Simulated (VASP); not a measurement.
Runs of VASP 6.6.1 on As. The structure is that of space group R-3m (No. 166), or close to it. The cells are those of the table. 

| cell | gap on the mesh (eV) | pressure (GPa) | largest force (eV/Å) |
| --- | --- | --- | --- |
| a = 4.047 Å, angles 54.2°, 2 atoms | none | 4.6 | 0.80 |
| a = 4.212 Å, angles 54.2°, 2 atoms | none | -4.8 | 0.05 |
| a = 4.172 Å, angles 54.2°, 2 atoms | none | (a) | (c) |
| a = 4.089 Å, angles 54.2°, 2 atoms | none | 1.6 | (b) |
| a = 4.131 Å, angles 54.2°, 2 atoms | none | -3.3 | 0.46 |

Alike in all rows: task single point; level LDA; potentials or basis VASP PAW LDA potentials, release 64 (As); no spin polarisation; k mesh 14 × 14 × 14; cutoff (eV) 520; smearing gaussian 0.02 eV.

Problem. Estimate the missing entries.

Solution. (a) -3.0; (b) 0.55; (c) 0.13.

A k mesh can miss the band edges, and the runs leave out spin-orbit coupling on As.

A gap of «none» marks levels without a gap at the run's occupations.
